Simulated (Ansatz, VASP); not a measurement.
# Ge3PdO4: VASP beside Ansatz

```
Ge Pd O
1.0
    -3.19546    3.19546    3.19546
     3.19546   -3.19546    3.19546
     3.19546    3.19546   -3.19546
Ge Pd O
3 1 4
Direct
  0.00000 0.50000 0.50000
  0.50000 0.00000 0.50000
  0.50000 0.50000 0.00000
  0.00000 0.00000 0.00000
  0.50000 0.50000 0.50000
  0.00000 0.00000 0.50000
  0.00000 0.50000 0.00000
  0.50000 0.00000 0.00000
```

Alike in both runs: task single point; functional PBE; k mesh 4 × 4 × 4; occupations gaussian, width 0.1 eV; no spin polarisation.

```csv
,VASP,Ansatz
version,VASP 6.6.1,Ansatz 0.2.0
potentials or method,"VASP PAW PBE potentials, release 64 (Ge_d, Pd, O), cutoff 520 eV","scalar-relativistic, plane waves, PAW"
valence electrons in the cell,76,84
```

Ansatz gave:

```
gap on the k mesh at the Fermi level (eV) : none
pressure (GPa)                            : -20.0
```

Task: What did VASP give for the same quantities?

Result: gap on the k mesh at the Fermi level (eV): none; pressure (GPa): -20.1.

A gap of «none» marks a metal or a gap that the smearing closes. VASP's potentials hold 76 valence electrons a cell and Ansatz's 84, so a difference there can come from the potentials and not from the codes.
